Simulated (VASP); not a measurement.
CoO: single point with LDA

CoO:

```
Co O
1.0
     0.00000    2.13150    2.13150
     2.13150    0.00000    2.13150
     2.13150    2.13150    0.00000
Co O
1 1
Direct
  0.00000 0.00000 0.00000
  0.50000 0.50000 0.50000
```

* Program: VASP 6.6.1
* Task: single point
* Functional: LDA
* Potentials or basis: VASP PAW LDA potentials, release 64 (Co, O)
* Cutoff: 520 eV
* k mesh: 12 × 12 × 12
* Occupations: gaussian, width 0.05 eV
* Spin: collinear spin, ferromagnetic start
* Starting moments: [3.0, 0.0] μB
* Dipole correction: no
* Further INCAR settings: ALGO = Normal; EDIFF = 1e-06; NBANDS = 18

The pressure is -21.0 GPa and the net moment is 2.74 μB per cell. The site moments are Co +2.39; O +0.29 μB. The valence electrons inside the program's atomic spheres are Co 7.84; O 4.92.

Levels at points of the mesh, in eV from the Fermi level:
Spin up:
| k point | band 6 | band 7 | band 8 | band 9 | band 10 | band 11 | band 12 | band 13 |
| --- | --- | --- | --- | --- | --- | --- | --- | --- |
| (0.00, 0.00, 0.00) | -2.95 | -2.95 | -2.93 | -2.93 | 0.93 | 16.61 | 17.93 | 17.93 |
| (0.50, 0.00, 0.00) | -2.18 | -1.69 | 0.25 | 0.25 | 4.90 | 9.11 | 13.19 | 13.19 |
| (0.50, 0.50, 0.00) | -2.57 | -2.05 | -1.91 | -1.91 | 5.71 | 9.55 | 11.54 | 15.45 |
Spin down:
| k point | band 3 | band 4 | band 5 | band 6 | band 7 | band 8 | band 9 | band 10 |
| --- | --- | --- | --- | --- | --- | --- | --- | --- |
| (0.00, 0.00, 0.00) | -2.75 | -2.75 | -1.09 | -1.09 | -1.09 | -0.45 | -0.45 | 1.44 |
| (0.50, 0.00, 0.00) | -4.87 | -4.87 | -0.13 | -0.13 | 0.18 | 2.27 | 2.27 | 5.24 |
| (0.50, 0.50, 0.00) | -3.99 | -3.99 | -2.23 | 0.01 | 0.16 | 0.16 | 0.51 | 6.40 |

Run time: 50 s on 1 thread of Intel(R) Xeon(R) Platinum 8259CL CPU @ 2.50GHz (Skylake/Cascade Lake), with other jobs on the host, peak memory 0.16 GiB.

Caveat: a cell with one magnetic atom can't hold antiferromagnetic order, which such compounds often take; semilocal functionals often make such compounds metallic where correlation or magnetic order opens a gap, which also shifts bond lengths. With open d or f shells a metallic result of LDA can be an artefact of self-interaction; +U or a hybrid may open a gap.
